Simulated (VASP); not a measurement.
Input of a VASP 6.6.1 run:

File INCAR:

```
ALGO = Normal
EDIFF = 1E-7
ENCUT = 520
GGA = PS
ISIF = 2
ISMEAR = -1
LASPH = T
LCHARG = T
LELF = T
LREAL = Auto
LVHAR = T
LWAVE = F
NBANDS = 88
NELECT = 128.0
NELM = 100
PREC = Accurate
SIGMA = 0.05
```

File KPOINTS:

```
k-points
0
Gamma
  1 2 1
```

POSCAR

```
NaAlS2O8
1.0
   -7.9436620000      0.0000000000      0.0000000000
    0.0000000000     -5.0661780000      0.0000000000
   -0.3840970000      0.0000000000      7.2986670000
Na Al S O
2 2 4 16
Direct
    0.5401356753      0.5950047551      0.5455516740
    0.0267977075     -0.0250287297      0.4450127674
    0.5009186402      0.4628143741      0.0473100088
   -0.0001040643     -0.0091193006     -0.0077411396
    0.1280331899      0.4932120427      0.2370432848
    0.8717538319      0.5057658851      0.7742372683
    0.6026313392     -0.0126525361      0.2350977240
    0.3588345024     -0.0009671985      0.7767308743
    0.1104929645      0.5266692169      0.4326543463
    0.8282762988      0.6280276769      0.5973830564
    0.0169513303      0.2602553641      0.1906923552
    0.9722391284      0.7695347459      0.7783476079
    0.9767760532      0.2800335874      0.7251324112
    0.0041558714      0.6817762818      0.1746620308
    0.2691505922      0.4980085579      0.1035120523
    0.7879794303      0.4220933414      0.9743834045
    0.6846314283      0.0136789509      0.4035942454
    0.3026563326     -0.0479256749      0.5977666881
    0.5042828127      0.7285965870      0.2331384621
    0.4565952136      0.2568010836      0.7559599582
    0.5138408090      0.8445222414      0.8209444272
    0.4755337964      0.2284167670      0.2611846793
    0.7176475632      0.0003355587      0.0532425990
    0.2522042402     -0.0072243810      0.9460494636
```

Potentials or basis: VASP PAW PBE potentials, release 64 (Na_pv, Al, S, O).

Command:

```sh
$ cat potpaw_PBE.64/Na_pv/POTCAR potpaw_PBE.64/Al/POTCAR potpaw_PBE.64/S/POTCAR potpaw_PBE.64/O/POTCAR > POTCAR
$ mpirun -np 1 vasp_std > vasp.out
```

Question: Estimate the largest force.

Answer: 3.988 eV/Å.

Forces in eV/Å, atoms in the order of the input:
```
Na   0.426  0.777 -0.643
Na   0.116 -0.619  0.853
Al  -0.531 -0.598 -0.088
Al  -0.099 -0.597  0.545
S    0.850  2.286 -1.433
S   -1.044  0.761  2.559
S    2.647  0.018 -2.155
S   -1.724 -1.410  1.433
O   -1.225 -0.094  3.178
O    1.425 -1.211 -1.472
O    0.079  1.339 -0.559
O    0.275  0.855  0.619
O   -0.911  1.947  0.164
O    2.065 -3.161 -1.284
O   -1.581 -0.023 -0.575
O    0.645 -1.370 -1.906
O   -2.164 -0.711  2.959
O    1.727  0.808 -3.171
O   -0.708 -1.186 -0.534
O   -0.290 -0.397  0.760
O   -0.838  0.746  0.303
O   -1.475  1.716 -0.792
O    0.415  0.025  0.444
O    1.921  0.099  0.795
```

Caveat: the k points lie up to 0.86 Å⁻¹ apart; the cell carries a net charge on a neutralising background, which shifts energy and pressure; the PAW data sets were made with another functional, which shifts forces and pressure a little.
